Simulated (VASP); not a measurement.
Input of a VASP 6.6.1 run:

Contents of INCAR:

```
PREC = Accurate ; ENCUT = 600
EDIFF = 1E-6 ; ISMEAR = 0
SIGMA = 0.05 ; LREAL = F
LASPH = T ; NELM = 120
ALGO = Normal ; ISIF = 2
LWAVE = F ; LCHARG = T
GGA = PE ; LELF = T
LVHAR = T ; NBANDS = 26
GGA_COMPAT = F
```

File KPOINTS:

```
regular mesh
0
Gamma
  6 6 6
```

The input POSCAR:

```
BN
1.0
    3.5104671619      0.0192131190     -0.0469812089
   -0.0192131190     -3.5741471469      0.0202811359
    0.0469812089      0.0202811359     -3.7143938810
B N
4 4
Direct
   -0.0089258641      0.0043101170     -0.0159589033
    0.5093843416      0.4949627084      0.0056767610
    0.5049868027      0.0065503411      0.4902794110
    0.0041306056      0.5071905825      0.5105327862
    0.7494421389      0.7532562996      0.7625847124
    0.2522749038      0.2423189585      0.7484135387
    0.2460317102      0.7475704696      0.2548583695
    0.7426753613      0.2438405234      0.2436133244
```

Potentials or basis: VASP PAW PBE potentials, release 64 (B, N).

Command:

```console
$ cat potpaw_PBE.64/B/POTCAR potpaw_PBE.64/N/POTCAR > POTCAR
$ mpirun -np 1 vasp_std > vasp.out
```

(1) Estimate the largest force.

(2) Predict the band gap on the k mesh.

(3) What does it give for the pressure?

Answers

(1) 2.439 eV/Å.

(2) 3.57 eV.

(3) 11.2 GPa.

Caveat: the cell differs from its parent crystal (atoms moved at random and the cell strained at random); the cell stands under pressure; forces of over 1 eV/Å act on the atoms, so gaps and moduli don't describe the material at rest.
